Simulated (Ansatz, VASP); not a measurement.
Yb: VASP beside Ansatz

Contents of INCAR:

```
PREC = Accurate ; ENCUT = 520
EDIFF = 1E-7 ; ISMEAR = -1
SIGMA = 0.05 ; LREAL = F
LASPH = T ; NELM = 150
ALGO = Normal ; ISIF = 2
LWAVE = F ; LCHARG = F
ISPIN = 2 ; MAGMOM = 1
LORBIT = 11 ; LMAXMIX = 6
LDAU = T ; LDAUTYPE = 2
LDAUL = 3 ; LDAUU = 4
LDAUJ = 0 ; LDAUPRINT = 1
GGA = PS ; NBANDS = 22
```

File KPOINTS:

```
regular mesh
0
Gamma
  9 9 9
```

The input POSCAR:

```
Yb
1.0
   -2.1514830000      2.1514830000      2.1514830000
    2.1514830000     -2.1514830000      2.1514830000
    2.1514830000      2.1514830000     -2.1514830000
Yb
1
Direct
    0.0000000000      0.0000000000      0.0000000000
```

File input.yaml:

```yaml
crystal:
  lattice:
    - [-2.151483, 2.151483, 2.151483]
    - [2.151483, -2.151483, 2.151483]
    - [2.151483, 2.151483, -2.151483]
  atoms:
    - { symbol: Yb, position: [0.0, 0.0, 0.0], spin: 1.0 }
kpoints:
  mp_grid: { grid: [9, 9, 9] }
scf:
  occupations: { method: fermi_dirac, width: 0.05 }
hamiltonian:
  xc: pbesol
  pseudopotentials: { kind: all_electron, lapw: { basis_error: 0.001 } }
  hubbard:
    sites: [{ species: Yb, l: f, u_eff: 4 }]
    double_counting: fll
    projectors: ortho-atomic
magnetization:
  spin_polarized: true
output:
  forces: true
  stress: true
  eigenvalues: true
  dos: { projected: false, de: 0.1, e_range: [-10, 6] }
  hubbard: {}
```

Alike in both runs: functional PBEsol; k mesh 9 × 9 × 9; occupations fermi-dirac, width 0.05 eV; collinear spin; Hubbard terms Yb f U = 4.0 eV.

|  | VASP | Ansatz |
| --- | --- | --- |
| version | VASP 6.6.1 | Ansatz 0.2.0 |
| potentials or method | VASP PAW PBE potentials, release 64 (Yb), cutoff 520 eV | all-electron LAPW, scalar-relativistic |
| task | single point | density of states |

Ansatz gave:

| Property | Result |
| --- | --- |
| gap on the k mesh at the Fermi level (eV) | none |
| pressure (GPa) | -1.8 |
| net moment per atom (μB) | 0.00 |

**Question.** What did VASP give for the same quantities?

**Answer.** gap on the k mesh at the Fermi level (eV): none; pressure (GPa): -2.2; net moment per atom (μB): 0.00.

VASP's potentials were made for PBE, not for PBEsol. The programs project onto different local orbitals, so the same U acts differently, and such runs can settle in different states. A gap of «none» marks a metal or a gap that the smearing closes. Ansatz ran all-electron here, and VASP with PAW potentials.

Spin-orbit coupling is off throughout. Noted on Ansatz's run: the magnetic state may not be the lowest; the open f shell may have settled in a state that isn't the lowest; U is the effective U less J, on atomic orbitals that reach past the spheres.
